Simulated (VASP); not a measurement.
# Si (Cmcm) in VASP: single point with LDA

Aim: the single point of Si with LDA.

All numbers are computed with VASP 6.6.1; they aren't measurements. Logs are shortened: lines on timing, memory, paths and dates and some standing lists are left out, and cuts for length are marked.

## 1. The cell of the first run

The structure is orthorhombic, space group Cmcm (No. 63). The conventional cell has a = 3.831 Å, b = 6.885 Å, c = 6.333 Å, α = 90.00°, β = 90.00°, γ = 90.00°. Within 3.1 Å of Si (site symmetry m) lie 4 Si at 2.37 to 2.43 Å.

## 2. Single point, LDA (strain +0.0375 x Voigt [0, 1, 0, 0, 0, 0])

File INCAR:

```
SYSTEM = Si
PREC = Accurate ; ENCUT = 520
EDIFF = 1E-6 ; ISMEAR = 0
SIGMA = 0.03 ; LREAL = .FALSE.
LASPH = .TRUE. ; NELM = 80
ALGO = Normal ; ISIF = 2
LWAVE = .FALSE. ; LCHARG = .FALSE.
NBANDS = 16
```

File KPOINTS:

```
Automatic mesh
0
G
  12 12 6
  0 0 0
```

File POSCAR:

```
Si
1.0
    3.8313174605      0.0000000000      0.0000000000
   -1.9156587303      3.4424439352      0.0000000000
    0.0000000000      0.0000000000      6.3326220002
Si
4
Direct
    0.3333333333      0.6666666667      0.0630095000
    0.6666666667      0.3333333333      0.5630095000
    0.3333333333      0.6666666667      0.4369905000
    0.6666666667      0.3333333333      0.9369905000
```

Potentials or basis: VASP PAW LDA potentials, release 64 (Si).

Run with:

```
$ cat potpaw_LDA.64/Si/POTCAR > POTCAR
$ mpirun -np 1 vasp_std > vasp.out
```

OUTCAR:

```text
SYSTEM = Si
   PREC = Accurate
   ENCUT = 520
   EDIFF = 1E-6
   ISMEAR = 0
   LREAL = .FALSE.
   LASPH = .TRUE.
   NELM = 80
   ISIF = 2

 ion  position               nearest neighbor table
   1  0.333  0.667  0.063-   3 2.37   4 2.37   4 2.37   4 2.43
   2  0.667  0.333  0.563-   4 2.37   3 2.37   3 2.37   3 2.43
   3  0.333  0.667  0.437-   1 2.37   2 2.37   2 2.37   2 2.43
   4  0.667  0.333  0.937-   2 2.37   1 2.37   1 2.37   1 2.43

  LATTYP: Found a base centered orthorhombic cell.
 ALAT       =     3.8313174605
 B/A-ratio  =     1.7970027129
 C/A-ratio  =     1.6528575524

  Lattice vectors:

 A1 = (   1.9156587303,  -3.4424439352,   0.0000000000)
 A2 = (   1.9156587302,   3.4424439352,   0.0000000000)
 A3 = (   0.0000000000,   0.0000000000,   6.3326220002)

Analysis of symmetry for initial positions (statically):
=====================================================================
 Subroutine PRICEL returns:
 Original cell was already a primitive cell.

 Routine SETGRP: Setting up the symmetry group for a
 base centered orthorhombic supercell.

 Subroutine GETGRP returns: Found  8 space group operations
 (whereof  4 operations were pure point group operations)
 out of a pool of  8 trial point group operations.

The static configuration has the point symmetry C_2h.
 The point group associated with its full space group is D_2h.

Analysis of symmetry for dynamics (positions and initial velocities):
=====================================================================
 Subroutine PRICEL returns:
 Original cell was already a primitive cell.

 Routine SETGRP: Setting up the symmetry group for a
 base centered orthorhombic supercell.

 Subroutine GETGRP returns: Found  8 space group operations
 (whereof  4 operations were pure point group operations)
 out of a pool of  8 trial point group operations.

The dynamic configuration has the point symmetry C_2h.
 The point group associated with its full space group is D_2h.

 Subroutine INISYM returns: Found  8 space group operations
 (whereof  4 operations are pure point group operations),
 and found     1 'primitive' translations

----------------------------------------------------------------------------------------

                                     Primitive cell

  volume of cell :      83.5216

  direct lattice vectors                    reciprocal lattice vectors
     3.831317461  0.000000000  0.000000000     0.261006823  0.145245648  0.000000000
    -1.915658730  3.442443935  0.000000000     0.000000000  0.290491296  0.000000000
     0.000000000  0.000000000  6.332622000     0.000000000  0.000000000  0.157912473

  length of vectors
     3.831317461  3.939564521  6.332622000     0.298698611  0.290491296  0.157912473

  position of ions in fractional coordinates (direct lattice)
     0.333333333  0.666666667  0.063009500
     0.666666667  0.333333333  0.563009500
     0.333333333  0.666666667  0.436990500
     0.666666667  0.333333333  0.936990500

  ion indices of the primitive-cell ions
   primitive index   ion index
                 1           1
                 2           2
                 3           3
                 4           4

----------------------------------------------------------------------------------------

 KPOINTS: Automatic mesh

Automatic generation of k-mesh.
 Grid dimensions read from file:
 generate k-points for:   12   12    6

 Generating k-lattice:

  Cartesian coordinates                     Fractional coordinates (reciprocal lattice)
     0.021750569  0.012103804  0.000000000     0.083333333 -0.000000000  0.000000000
     0.000000000  0.024207608  0.000000000     0.000000000  0.083333333  0.000000000
     0.000000000  0.000000000  0.026318745     0.000000000  0.000000000  0.166666667

  Length of vectors
     0.024891551  0.024207608  0.026318745

  Shift w.r.t. Gamma in fractional coordinates (k-lattice)
     0.000000000  0.000000000  0.000000000

 Subroutine IBZKPT returns following result:
 ===========================================

 Found    172 irreducible k-points:

 Following reciprocal coordinates:
            Coordinates               Weight
  0.000000  0.000000  0.000000      1.000000
  0.083333  0.000000  0.000000      4.000000
  0.166667 -0.000000  0.000000      4.000000
  0.250000  0.000000  0.000000      4.000000
  0.333333  0.000000  0.000000      4.000000
  0.416667  0.000000  0.000000      4.000000
[... 16 lines left out ...]
  0.333333  0.166667  0.000000      4.000000
  0.416667  0.166667  0.000000      4.000000
 [... further k-points ...]
   k-points           NKPTS =    172   k-points in BZ     NKDIM =    172   number of bands    NBANDS=     16
   number of dos      NEDOS =    301   number of ions     NIONS =      4
   total plane-waves  NPLWV =  40320
   dimension x,y,z NGX =    28 NGY =   30 NGZ =   48
   dimension x,y,z NGXF=    56 NGYF=   60 NGZF=   96
   ions per type =               4
   NGX,Y,Z   is equivalent  to a cutoff of  12.15, 12.66, 12.60 a.u.
   NGXF,Y,Z  is equivalent  to a cutoff of  24.30, 25.32, 25.20 a.u.
 SYSTEM =  Si
   PREC   = accura    normal or accurate (medium, high low for compatibility)
   ISTART =      0    job   : 0-new  1-cont  2-samecut
   ICHARG =      2    charge: 1-file 2-atom 10-const
   ISPIN  =      1    spin polarized calculation?
   LNONCOLLINEAR =      F non collinear calculations
   LSORBIT =      F    spin-orbit coupling
   LASPH  =      T    aspherical Exc in radial PAW
   ENCUT  =  520.0 eV  38.22 Ry    6.18 a.u.   7.12  7.32 11.77*2*pi/ulx,y,z
   NELM   =     80;   NELMIN=  2; NELMDL= -5     # of ELM steps
   EDIFF  = 0.1E-05   stopping-criterion for ELM
   LREAL  =      F    real-space projection
   EDIFFG = 0.1E-04   stopping-criterion for IOM
   NSW    =      0    number of steps for IOM
   IBRION =     -1    ionic relax: 0-MD 1-quasi-New 2-CG
   NFREE  =      0    steps in history (QN), initial steepest desc. (CG)
   ISIF   =      2    stress and relaxation
   ISYM   =      2    0-nonsym 1-usesym 2-fastsym
   POTIM  = 0.5000    time-step for ionic-motion
   TEBEG  =    0.0;   TEEND  =   0.0 temperature during run
   PSTRESS=    0.0 pullay stress
   NELECT =      16.0000    total number of electrons
   NUPDOWN=      -1.0000    fix difference up-down
   EMIN   =  10.00;   EMAX   =-10.00  energy-range for DOS
   EFERMI =   0.00;   METHOD = LEGACY
   ISMEAR =     0;   SIGMA  =   0.03  broadening in eV -4-tet -1-fermi 0-gaus
   EFERMI_NEDOS =   21; number of points for ismear=-14 and -15
   IALGO  =     38    algorithm
   IMIX   =      4    mixing-type and parameters
     AMIX     =   0.40;   BMIX     =  1.00
     AMIX_MAG =   1.60;   BMIX_MAG =  1.00
  volume/ion in A,a.u.               =      20.88       140.91
  Fermi-wavevector in a.u.,A,eV,Ry     =   0.943732  1.783395 12.117755  0.890630
  Thomas-Fermi vector in A             =   2.071468
   LORBIT       =      0    0 simple, 1 ext, 2 COOP (PROOUT), +10 PAW based schemes
   GGA     = CA    functional components
   LHFCALC =     F    Hartree Fock is set to
   AEXX    =    0.0000 exact exchange contribution
   IVDW    =     0    specifies the selected vdW correction
   LEPSILON=     F    determine dielectric tensor
   LRPA    =     F    only Hartree local field effects (RPA)
 non-spin polarized calculation
 Gauss-broadening in eV      SIGMA  =   0.03
  energy-cutoff  :      520.00
  volume of cell :       83.52
 maximum number of plane-waves:      2278
   NGX = 15   NGY = 15   NGZ = 23

 number of electron      16.0000000 magnetization

 Free energy of the ion-electron system (eV)
  ---------------------------------------------------
  ext. energy  EPLUGINS =         0.00000000
  ---------------------------------------------------
  free energy    TOTEN  =       -23.68371912 eV

  energy without entropy =      -23.68371814  energy(sigma->0) =      -23.68371863

 E-fermi :   5.7190     XC(G=0):  -9.4434

 val. band max:        5.6612049219   @ k =   0.0000   0.0000   0.0000
 cond. band min:       5.7815338372   @ k =   0.5000   0.0000   0.0000
 fundamental gap:      0.1203289153
 Fermi energy:         5.7190215089

 k-point     1 :       0.0000    0.0000    0.0000
  band No.  band energies     occupation
      1      -6.3437      2.00000
      2      -4.0210      2.00000
      3      -1.5011      2.00000
      4       3.9492      2.00000
      5       4.1206      2.00000
      6       5.2732      2.00000
[... 8 lines left out ...]
     15       9.9106      0.00000
     16      11.2660      0.00000

 k-point     2 :       0.0833    0.0000    0.0000
  band No.  band energies     occupation
      1      -6.2649      2.00000
      2      -3.9403      2.00000
      3      -1.4635      2.00000
      4       3.3900      2.00000
      5       3.8299      2.00000
      6       4.9859      2.00000
[... 8 lines left out ...]
     15      10.0028      0.00000
     16      10.9883      0.00000

 k-point     3 :       0.1667   -0.0000    0.0000
  band No.  band energies     occupation
      1      -6.0304      2.00000
      2      -3.6999      2.00000
      3      -1.3798      2.00000
      4       2.2654      2.00000
      5       3.4506      2.00000
      6       3.7810      2.00000
[... 8 lines left out ...]
     15      10.6028      0.00000
     16      11.1035      0.00000

 k-point     4 :       0.2500    0.0000    0.0000
  band No.  band energies     occupation
      1      -5.6476      2.00000
      2      -3.3054      2.00000
      3      -1.3757      2.00000
      4       1.3032      2.00000
      5       2.5060      2.00000
      6       3.0597      2.00000
[... 8 lines left out ...]
     15      11.4999      0.00000
     16      11.6969      0.00000
[... 324 lines left out ...]
 k-point    22 :       0.2500    0.1667    0.0000
  band No.  band energies     occupation
      1      -4.9673      2.00000
      2      -2.5983      2.00000
      3      -1.8190      2.00000
      4       1.0547      2.00000
      5       1.1720      2.00000
      6       1.7057      2.00000
[... 8 lines left out ...]
     15      11.8529      0.00000
     16      12.1339      0.00000

 k-point    23 :       0.3333    0.1667    0.0000
  band No.  band energies     occupation
      1      -4.3872      2.00000
      2      -2.4079      2.00000
      3      -1.9817      2.00000
      4       0.2588      2.00000
      5       1.0134      2.00000
      6       1.6188      2.00000
[... 8 lines left out ...]
     15      12.0179      0.00000
     16      12.0182      0.00000

 k-point    24 :       0.4167    0.1667    0.0000
  band No.  band energies     occupation
      1      -3.9722      2.00000
      2      -2.8490      2.00000
      3      -1.5213      2.00000
      4      -0.3189      2.00000
      5       0.9856      2.00000
      6       1.7833      2.00000
[... 8 lines left out ...]
     15      11.8796      0.00000
     16      12.6041      0.00000

 [... further k-points ...]

------------------------ aborting loop because EDIFF is reached ----------------------------------------

  FORCE on cell =-STRESS in cart. coord.  units (eV):
  Direction    XX          YY          ZZ          XY          YZ          ZX
  --------------------------------------------------------------------------------------
  -------------------------------------------------------------------------------------
  Total       -1.7112493     -4.6298123     -1.2572250      0.0000000      0.0000000      0.0000000
  in kB      -32.8265533    -88.8127641    -24.1170954      0.0000000      0.0000000      0.0000000
  external PRESSURE =     -48.5854709 kB  Pullay stress =       0.0000000 kB

 VOLUME and BASIS-vectors are now :
 -----------------------------------------------------------------------------
  energy-cutoff  :      520.00
  volume of cell :       83.52
      direct lattice vectors                 reciprocal lattice vectors
     3.831317461  0.000000000  0.000000000     0.261006823  0.145245648  0.000000000
    -1.915658730  3.442443935  0.000000000     0.000000000  0.290491296  0.000000000
     0.000000000  0.000000000  6.332622000     0.000000000  0.000000000  0.157912473

 POSITION                                       TOTAL-FORCE (eV/Angst)
 -----------------------------------------------------------------------------------
     -0.00000      2.29496      0.39902        -0.000000      0.200963     -0.183142
      1.91566      1.14748      3.56533         0.000000     -0.200963     -0.183142
     -0.00000      2.29496      2.76730        -0.000000      0.200963      0.183142
      1.91566      1.14748      5.93361         0.000000     -0.200963      0.183142
 -----------------------------------------------------------------------------------
    total drift:                               -0.000000      0.000000     -0.000000

  FREE ENERGIE OF THE ION-ELECTRON SYSTEM (eV)
  ---------------------------------------------------
  free  energy   TOTEN  =       -23.6837191247 eV

  energy  without entropy=      -23.6837181374  energy(sigma->0) =      -23.68371863
```

It took 2 min on 1 thread of Intel Xeon 6975P-C, shared host; peak memory 0.27 GiB.

Results:

| Property | Result |
| --- | --- |
| Free energy | -23.6837 eV |
| Pressure | -4.9 GPa |
| Largest force | 0.272 eV/Å |
| Band gap on the k mesh | 0.12 eV, indirect (least direct gap 0.49 eV) |

Forces in eV/Å, atoms in the order of the input:
```
Si   0.000  0.201 -0.183
Si   0.000 -0.201 -0.183
Si   0.000  0.201  0.183
Si   0.000 -0.201  0.183
```

Caveat: the cell differs from its parent crystal (strain +0.0375 x Voigt [0, 1, 0, 0, 0, 0]).
